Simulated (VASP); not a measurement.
Input of a VASP 6.6.1 run:

The input INCAR:

```
PREC = Accurate
ENCUT = 600
EDIFF = 1E-6
ISMEAR = 0
SIGMA = 0.02
LREAL = False
LASPH = True
NELM = 120
ALGO = Normal
ISIF = 2
LWAVE = False
LCHARG = False
GGA = PS
NBANDS = 29
GGA_COMPAT = False
```

Contents of KPOINTS:

```
regular mesh
0
Gamma
  6 6 8
```

Contents of POSCAR:

```
FeS2
1.0
    4.3674117449      0.0000000000      0.0000000000
    0.0000000000      5.3331402397      0.0000000000
    0.0000000000      0.0000000000      3.3109760508
Fe S
2 4
Direct
    0.5000000000      0.5000000000      0.5000000000
    0.0000000000      0.0000000000      0.0000000000
    0.2939084392      0.8743170051      0.5000000000
    0.7060915608      0.1256829949      0.5000000000
    0.2060915608      0.3743170051      0.0000000000
    0.7939084392      0.6256829949      0.0000000000
```

Potentials or basis: VASP PAW PBE potentials, release 64 (Fe, S).

Launch:

```sh
$ cat potpaw_PBE.64/Fe/POTCAR potpaw_PBE.64/S/POTCAR > POTCAR
$ mpirun -np 1 vasp_std > vasp.out
```

What does it give for the pressure?

2.4 GPa.

Estimate the band gap on the k mesh.

0.93 eV (least direct gap 1.26 eV).

Stress tensor (GPa, compression positive):
```
1.81 0.00 0.00
0.00 1.16 0.00
0.00 0.00 4.14
```

Caveat: the cell differs from its parent crystal (strain along c alone, the other axes held: -1.0 %, then relaxed in part); the PAW data sets were made with another functional, which shifts forces and pressure a little. A k mesh can miss the band edges.
